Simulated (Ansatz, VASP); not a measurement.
**Two plane-wave programs on Cu**

The input INCAR:

```
ALGO = Fast
EDIFF = 1E-7
ENCUT = 520
GGA = PS
ISIF = 2
ISMEAR = 0
LASPH = True
LCHARG = False
LREAL = False
LWAVE = False
NBANDS = 18
NELM = 100
PREC = Accurate
SIGMA = 0.15
```

Contents of KPOINTS:

```
k-points
0
Gamma
  24 24 14
```

Contents of POSCAR:

```
Cu
1.0
    2.4932169943      0.0000000000      0.0000000000
   -1.2466084972      2.1591892543      0.0000000000
    0.0000000000      0.0000000000      4.2485389888
Cu
2
Direct
    0.3333333333      0.6666666667      0.2500000000
    0.6666666667      0.3333333333      0.7500000000
```

Input for Ansatz:

```yaml
crystal:
  lattice:
    - [2.4932169943, 0.0, 0.0]
    - [-1.2466084972, 2.1591892543, 0.0]
    - [0.0, 0.0, 4.2485389888]
  atoms:
    - { symbol: Cu, position: [0.3333333333, 0.6666666667, 0.25] }
    - { symbol: Cu, position: [0.6666666667, 0.3333333333, 0.75] }
basis:
  ecutwfc: 420
kpoints:
  mp_grid: { grid: [24, 24, 14] }
hamiltonian:
  xc: pbesol
scf:
  occupations: { method: gaussian, width: 0.15 }
output:
  forces: true
  stress: true
  eigenvalues: true
```

Alike in both runs: task single point; functional PBEsol; k mesh 24 × 24 × 14; occupations gaussian, width 0.15 eV; no spin polarisation.

|  | VASP | Ansatz |
| --- | --- | --- |
| version | VASP 6.6.1 | Ansatz 0.2.0 |
| potentials or method | VASP PAW PBE potentials, release 64 (Cu), cutoff 520 eV | scalar-relativistic, plane waves, PAW |
| valence electrons in the cell | 22 | 38 |

```csv
,VASP,Ansatz,Ansatz less VASP
gap on the k mesh at the Fermi level (eV),none,none,-
pressure (GPa),-0.5,-1.3,-0.75
"traceless stress, the component that is largest in VASP (GPa)",-5.01,-4.97,+0.036
```

VASP's potentials were made for PBE, not for PBEsol. A gap of «none» marks a metal or a gap that the smearing closes. VASP's potentials hold 22 valence electrons a cell and Ansatz's 38, so a difference there can come from the potentials and not from the codes.
